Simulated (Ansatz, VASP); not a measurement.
# KBr in VASP and in Ansatz

```
CELL_PARAMETERS angstrom
0.00000 3.30225 3.30225
3.30225 0.00000 3.30225
3.30225 3.30225 0.00000
ATOMIC_POSITIONS crystal
K 0.00000 0.00000 0.00000
Br 0.50000 0.50000 0.50000
```

Alike in both runs: task single point; functional r2SCAN; k mesh 6 × 6 × 6; no spin polarisation.

|  | VASP | Ansatz |
| --- | --- | --- |
| version | VASP 6.6.1 | Ansatz 0.2.0 |
| potentials or method | VASP PAW PBE potentials, release 64 (K_sv, Br) | plane waves, PAW |
| plane-wave cutoff (eV) | 520 | 500 |
| occupations | gaussian, width 0.01 eV | fixed |
| valence electrons in the cell | 16 | 16 |

```csv
,VASP,Ansatz,Ansatz less VASP
gap on the k mesh at the Fermi level (eV),5.07,5.07,-0.002
pressure (GPa),0.0,0.0,0.00
```

VASP's potentials were made for PBE, not for r2SCAN.
